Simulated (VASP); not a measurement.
Input of a VASP 6.6.1 run:

File INCAR:

```
SYSTEM = Na
ALGO = Normal
EDIFF = 1E-7
ENCUT = 520
GGA = PS
ISIF = 2
ISMEAR = -1
LASPH = .TRUE.
LCHARG = .FALSE.
LREAL = .FALSE.
LWAVE = .FALSE.
NBANDS = 14
NELM = 100
PREC = Accurate
SIGMA = 0.05
```

The input KPOINTS:

```
k-points
0
G
  7 7 4
  0 0 0
```

Contents of POSCAR:

```
Na
1.0
    3.9176800000      0.0000000000      0.0000000000
   -1.9588400000      3.3928104039      0.0000000000
    0.0000000000      0.0000000000      6.1540000000
Na
2
Direct
    0.6666666667      0.3333333333      0.7500000000
    0.3333333333      0.6666666667      0.2500000000
```

Potentials or basis: VASP PAW PBE potentials, release 64 (Na_pv).

The run is started by

```bash
$ cat potpaw_PBE.64/Na_pv/POTCAR > POTCAR
$ mpirun -np 1 vasp_std > vasp.out
```

Predict the pressure.

-0.7 GPa.

Estimate the band gap on the k mesh.

zero (band 7 reaches 1.20 eV, above the bottom of band 8 at -2.02 eV).

Stress tensor (GPa, compression positive):
```
-1.05  0.00  0.00
 0.00 -1.05  0.00
 0.00  0.00 -0.13
```

Caveat: the PAW data sets were made with another functional, which shifts forces and pressure a little.
